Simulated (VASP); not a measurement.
# BaTe (Immm) in VASP: further runs, part 2 of 2

VASP 6.6.1.

### 3 Single point, r2SCAN (shear xy strain -1.0%)

Input file POSCAR:

```
BaTe
1.0
   -0.0176619342      3.5323868426      3.5323868426
    3.5323868426     -0.0176619342      3.5323868426
    3.5147249084      3.5147249084      0.0000000000
Ba Te
1 1
Direct
    0.0000000000      0.0000000000      0.0000000000
    0.5000000000      0.5000000000      0.5000000000
```

Input file INCAR.step1:

```
SYSTEM = BaTe
ALGO = Normal
EDIFF = 1E-5
ENCUT = 550
GGA = PE
GGA_COMPAT = .False.
ISMEAR = 0
LASPH = .True.
LCHARG = .False.
LREAL = .False.
LWAVE = .True.
NBANDS = 15
NELM = 120
PREC = Accurate
SIGMA = 0.01
```

Input file INCAR.step2:

```
SYSTEM = BaTe
ALGO = Normal
EDIFF = 1E-6
ENCUT = 550
GGA_COMPAT = .False.
ISIF = 2
ISMEAR = 0
ISTART = 1
LASPH = .True.
LCHARG = .False.
LMIXTAU = .True.
LREAL = .False.
LWAVE = .False.
METAGGA = R2SCAN
NBANDS = 15
NELM = 120
PREC = Accurate
SIGMA = 0.01
```

Input file KPOINTS:

```
k-points
0
Gamma
  6 6 6
  0 0 0
```

Potentials or basis: VASP PAW PBE potentials, release 64 (Ba_sv, Te).

Started as:

```sh
$ cat potpaw_PBE.64/Ba_sv/POTCAR potpaw_PBE.64/Te/POTCAR > POTCAR
$ cp INCAR.step1 INCAR
$ mpirun -np 1 vasp_std > vasp.out
$ cp INCAR.step2 INCAR
$ mpirun -np 1 vasp_std > vasp.out
```

OUTCAR:

```text
SYSTEM = BaTe
   EDIFF = 1E-6
   ENCUT = 550
   ISIF = 2
   ISMEAR = 0
   ISTART = 1
   LASPH = .True.
   LREAL = .False.
   METAGGA = R2SCAN
   NELM = 120
   PREC = Accurate

 ion  position               nearest neighbor table
   1  0.000  0.000  0.000-   2 3.53   2 3.53   2 3.53   2 3.53   2 3.53   2 3.53
   2  0.500  0.500  0.500-   1 3.53   1 3.53   1 3.53   1 3.53   1 3.53   1 3.53

  LATTYP: Found a body centered orthorhombic cell.
 ALAT       =     4.9705716335
 B/A-ratio  =     1.0100502512
 C/A-ratio  =     1.4213201632

  Lattice vectors:

 A1 = (   0.0176619342,  -3.5323868426,  -3.5323868426)
 A2 = (  -0.0176619342,   3.5323868426,  -3.5323868426)
 A3 = (   3.5323868426,  -0.0176619342,   3.5323868426)

Analysis of symmetry for initial positions (statically):
=====================================================================
 Subroutine PRICEL returns:
 Original cell was already a primitive cell.

 Routine SETGRP: Setting up the symmetry group for a
 body centered orthorhombic supercell.

 Subroutine GETGRP returns: Found  8 space group operations
 (whereof  8 operations were pure point group operations)
 out of a pool of  8 trial point group operations.

The static configuration has the point symmetry D_2h.

[... 169 lines left out ...]
  band No.  band energies     occupation
      1     -25.9919      2.00000
      2     -10.7139      2.00000
      3     -10.7135      2.00000
      4     -10.7130      2.00000
      5      -7.8597      2.00000
      6       1.8770      2.00000
      7       1.8935      2.00000
      8       1.9109      2.00000
      9       5.2175      0.00000
     10       5.2413      0.00000
     11       5.2850      0.00000
     12       5.3714      0.00000
     13       5.9106      0.00000
     14       5.9107      0.00000
[... 401 lines left out ...]
      2     -10.9166      2.00000
      3     -10.8118      2.00000
      4     -10.7727      2.00000
      5      -7.5250      2.00000
      6       0.6117      2.00000
      7       1.1128      2.00000
      8       1.2914      2.00000
      9       4.4130      0.00000
     10       7.2655      0.00000
     11       7.5332      0.00000
     12       7.7275      0.00000
     13       7.8062      0.00000
     14       8.2436      0.00000
     15      10.0755      0.00000

 [... further k-points ...]
[... 5 lines left out ...]
  --------------------------------------------------------------------------------------
  -------------------------------------------------------------------------------------
  Total        0.1641000      0.1641000      0.1633863      0.0663161      0.0000000      0.0000000
  in kB        2.9826025      2.9826025      2.9696299      1.2053296      0.0000000      0.0000000
  external PRESSURE =       2.9782783 kB  Pullay stress =       0.0000000 kB

 VOLUME and BASIS-vectors are now :
 -----------------------------------------------------------------------------
  energy-cutoff  :      550.00
  volume of cell :       88.15
      direct lattice vectors                 reciprocal lattice vectors
    -0.017661934  3.532386843  3.532386843    -0.140843135  0.140843135  0.141547351
     3.532386843 -0.017661934  3.532386843     0.140843135 -0.140843135  0.141547351
     3.514724908  3.514724908  0.000000000     0.142258644  0.142258644 -0.141547351

 POSITION                                       TOTAL-FORCE (eV/Angst)
 -----------------------------------------------------------------------------------
      0.00000      0.00000      0.00000         0.000000      0.000000     -0.000000
      3.51472      3.51472      3.53239         0.000000      0.000000      0.000000
 -----------------------------------------------------------------------------------
    total drift:                                0.000000     -0.000000     -0.000000

  FREE ENERGIE OF THE ION-ELECTRON SYSTEM (eV)
  ---------------------------------------------------
  free  energy   TOTEN  =       -56.0282546214 eV

  energy  without entropy=      -56.0282546214  energy(sigma->0) =      -56.02825462
```

OSZICAR.step1:

```text
N       E                     dE             d eps       ncg     rms          rms(c)
DAV:   1     0.878975628464E+02    0.87898E+02   -0.65640E+03  1380   0.937E+02
DAV:   2    -0.315743331850E+01   -0.91055E+02   -0.83991E+02  1846   0.160E+02
DAV:   3    -0.860279896829E+01   -0.54454E+01   -0.54148E+01  1888   0.416E+01
DAV:   4    -0.873170732682E+01   -0.12891E+00   -0.12886E+00  1806   0.636E+00
DAV:   5    -0.873428886353E+01   -0.25815E-02   -0.25815E-02  1925   0.764E-01    0.358E+00
DAV:   6    -0.861772185119E+01    0.11657E+00   -0.13424E-01  1723   0.182E+00    0.235E+00
DAV:   7    -0.862037928666E+01   -0.26574E-02   -0.11167E-01  1688   0.187E+00    0.834E-01
DAV:   8    -0.862742559772E+01   -0.70463E-02   -0.15487E-02  1478   0.842E-01    0.201E-01
DAV:   9    -0.862779655308E+01   -0.37096E-03   -0.88242E-04  1863   0.191E-01    0.677E-02
DAV:  10    -0.862802898191E+01   -0.23243E-03   -0.42258E-04  1492   0.141E-01    0.243E-02
DAV:  11    -0.862804241308E+01   -0.13431E-04   -0.43722E-05  1864   0.374E-02    0.238E-02
DAV:  12    -0.862803800597E+01    0.44071E-05   -0.13901E-05  1537   0.190E-02
   1 F= -.86280380E+01 E0= -.86280380E+01  d E =-.408382E-18
```

Wall time 3 min (1 thread of Intel Xeon Platinum 8488C (Sapphire Rapids), shared host); peak memory 0.29 GiB.

What came out:

* Free energy: -56.0283 eV
* Pressure: 0.3 GPa
* Band gap on the k mesh: 1.91 eV (least direct gap 2.30 eV)

Caveat: the cell differs from its parent crystal (shear xy strain -1.0%); the PAW data sets were made with another functional, which shifts forces and pressure a little; spin-orbit coupling is left out, which moves the levels of the heavy elements. A k mesh can miss the band edges.

### 4 Single point, HSE06 (shear xy strain -1.0%)

POSCAR is that of step 3.

Input file INCAR.step1:

```
SYSTEM = BaTe
ALGO = Normal
EDIFF = 1E-5
ENCUT = 400
GGA = PE
GGA_COMPAT = .False.
ISIF = 2
ISMEAR = 0
LASPH = .True.
LREAL = .False.
LWAVE = .True.
NBANDS = 15
NELM = 120
PREC = Accurate
SIGMA = 0.01
```

Input file INCAR.step2:

```
SYSTEM = BaTe
ALGO = Normal
EDIFF = 1E-6
ENCUT = 400
GGA = PE
GGA_COMPAT = .False.
HFSCREEN = 0.2079
ISIF = 2
ISMEAR = 0
ISTART = 1
LASPH = .True.
LCHARG = .True.
LELF = .True.
LHFCALC = .True.
LREAL = .False.
LVHAR = .True.
LWAVE = .False.
NBANDS = 15
NELM = 120
PREC = Accurate
PRECFOCK = Normal
SIGMA = 0.01
```

Input file KPOINTS:

```
k-points
0
Gamma
  4 4 4
  0 0 0
```

Started as:

```sh
$ cat potpaw_PBE.64/Ba_sv/POTCAR potpaw_PBE.64/Te/POTCAR > POTCAR
$ cp INCAR.step1 INCAR
$ mpirun -np 1 vasp_std > vasp.out
$ cp INCAR.step2 INCAR
$ mpirun -np 1 vasp_std > vasp.out
```

Run time: 19 min. Hardware: 1 thread of Intel Xeon Platinum 8488C (Sapphire Rapids), shared host; peak memory 0.31 GiB.

It converged, with:

* Free energy: -9.8007 eV
* Pressure: 0.0 GPa
* Band gap on the k mesh: 2.28 eV (least direct gap 2.70 eV)

Stress tensor (GPa, compression positive):
```
-0.03  0.12  0.00
 0.12 -0.03  0.00
 0.00  0.00 -0.03
```

Levels at points of the mesh, in eV from the valence-band top:
| k point | band 5 | band 6 | band 7 | band 8 | band 9 | band 10 | band 11 | band 12 |
| --- | --- | --- | --- | --- | --- | --- | --- | --- |
| (0.00, 0.00, 0.00) | -10.34 | -0.03 | -0.02 | 0.00 | 3.52 | 3.73 | 3.77 | 3.81 |
| (0.50, 0.00, 0.00) | -9.57 | -2.34 | -1.15 | -1.12 | 4.86 | 5.64 | 5.82 | 5.87 |
| (0.50, 0.50, 0.00) | -10.11 | -1.27 | -0.47 | -0.42 | 2.28 | 5.31 | 5.36 | 6.46 |
| (0.00, 0.00, 0.50) | -9.56 | -2.34 | -1.18 | -1.15 | 4.85 | 5.66 | 5.84 | 5.90 |
| (0.50, 0.00, 0.50) | -10.11 | -1.27 | -0.45 | -0.45 | 2.28 | 5.30 | 5.36 | 6.46 |

Caveat: the cell differs from its parent crystal (shear xy strain -1.0%); the PAW data sets were made with another functional, which shifts forces and pressure a little; spin-orbit coupling is left out, which moves the levels of the heavy elements. A k mesh can miss the band edges.

### 5 The runs side by side

| level | k mesh | cutoff (eV) | smearing | grid for exact exchange (PRECFOCK) | share of exact exchange | screening parameter | gap on the mesh (eV) | pressure (GPa) |
| --- | --- | --- | --- | --- | --- | --- | --- | --- |
| PBE | 6 × 6 × 6 | 500 | fermi-dirac 0.02 eV | - | - | - | 1.56 | 0.3 |
| r2SCAN | 6 × 6 × 6 | 550 | gaussian 0.01 eV | - | - | - | 1.91 | 0.3 |
| HSE06 | 4 × 4 × 4 | 400 | gaussian 0.01 eV | Normal | 0.25 | 0.2079 1/Å | 2.28 | 0.0 |

Alike in all rows: task single point; potentials or basis VASP PAW PBE potentials, release 64 (Ba_sv, Te); no spin polarisation; cell as given.

Caveats: spin-orbit coupling is left out, which moves the levels of the heavy elements; the PAW data sets were made with another functional, which shifts forces and pressure a little (at least some runs).

Absolute energies hang on the potentials; compare differences alone.
